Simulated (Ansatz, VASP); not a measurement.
# CdF2: VASP beside Ansatz

File INCAR:

```
SYSTEM = CdF2
PREC = Accurate ; ENCUT = 520
EDIFF = 1E-6 ; ISMEAR = 0
SIGMA = 0.05 ; LREAL = .FALSE.
LASPH = .TRUE. ; NELM = 60
ALGO = Normal ; ISIF = 2
LWAVE = .FALSE. ; LCHARG = .TRUE.
GGA = PE ; LELF = .TRUE.
LVHAR = .TRUE. ; NBANDS = 20
```

File KPOINTS:

```
Automatic mesh
0
G
  8 8 8
  0 0 0
```

Contents of POSCAR:

```
CdF2
1.0
    0.0000000000      2.8033122107      3.0373887803
    2.8033122107      0.0000000000      3.0373887803
    2.8033122107      2.8033122107      0.0000000000
Cd F
1 2
Direct
    0.0000000000      0.0000000000      0.0000000000
    0.2500000000      0.2500000000      0.2500000000
    0.7500000000      0.7500000000      0.7500000000
```

Input for Ansatz:

```yaml
crystal:
  lattice:
    - [0.0, 2.8033122107, 3.0373887803]
    - [2.8033122107, 0.0, 3.0373887803]
    - [2.8033122107, 2.8033122107, 0.0]
  atoms:
    - { symbol: Cd, position: [0.0, 0.0, 0.0] }
    - { symbol: F, position: [0.25, 0.25, 0.25] }
    - { symbol: F, position: [0.75, 0.75, 0.75] }
basis:
  ecutwfc: 520.0
kpoints:
  mp_grid: { grid: [8, 8, 8] }
hamiltonian:
  xc: pbe
  pseudopotentials: { kind: paw }
scf:
  occupations: { method: gaussian, width: 0.05 }
output:
  forces: true
  stress: true
  eigenvalues: true
```

Alike in both runs: task single point; functional PBE; k mesh 8 × 8 × 8; occupations gaussian, width 0.05 eV; no spin polarisation.

```csv
,VASP,Ansatz
version,VASP 6.6.1,Ansatz 0.2.0
potentials or method,"VASP PAW PBE potentials, release 64 (Cd, F), cutoff 520 eV","scalar-relativistic, plane waves, PAW"
valence electrons in the cell,26,34
```

VASP gave:

| Quantity | Value |
| --- | --- |
| gap on the k mesh at the Fermi level (eV) | 2.21 |
| least direct gap on the mesh (eV) | 2.70 |
| pressure (GPa) | -9.5 |
| traceless stress, the component that is largest in VASP (GPa) | -4.97 |

Task: Which values does Ansatz return?

Result: gap on the k mesh at the Fermi level (eV): 2.23; least direct gap on the mesh (eV): 2.73; pressure (GPa): -9.7; traceless stress, the component that is largest in VASP (GPa): -5.01.

With one functional, cell and mesh, what is left measures potentials, basis and numerics. VASP's potentials hold 26 valence electrons a cell and Ansatz's 34, so a difference there can come from the potentials and not from the codes.
